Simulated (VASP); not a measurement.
Input of a VASP 6.6.1 run:

Contents of INCAR:

```
PREC = Accurate
ENCUT = 520
EDIFF = 1E-6
ISMEAR = -1
SIGMA = 0.1
LREAL = F
LASPH = T
NELM = 80
ALGO = Normal
ISIF = 2
LWAVE = F
LCHARG = T
LELF = T
LVHAR = T
NBANDS = 10
```

KPOINTS

```
regular mesh
0
Gamma
  10 10 10
```

POSCAR

```
K
1.0
    0.0000000000      3.0990458810      3.0990458810
    3.0990458810      0.0000000000      3.0990458810
    3.0990458810      3.0990458810      0.0000000000
K
1
Direct
    0.0000000000      0.0000000000      0.0000000000
```

Potentials or basis: VASP PAW LDA potentials, release 64 (K_sv).

Command:

```bash
$ cat potpaw_LDA.64/K_sv/POTCAR > POTCAR
$ mpirun -np 1 vasp_std > vasp.out
```

Question: Predict the pressure.

Answer: 0.4 GPa.

Question: Estimate the band gap on the k mesh.

Answer: Zero (an odd number of electrons rules out a gap without spin polarisation).
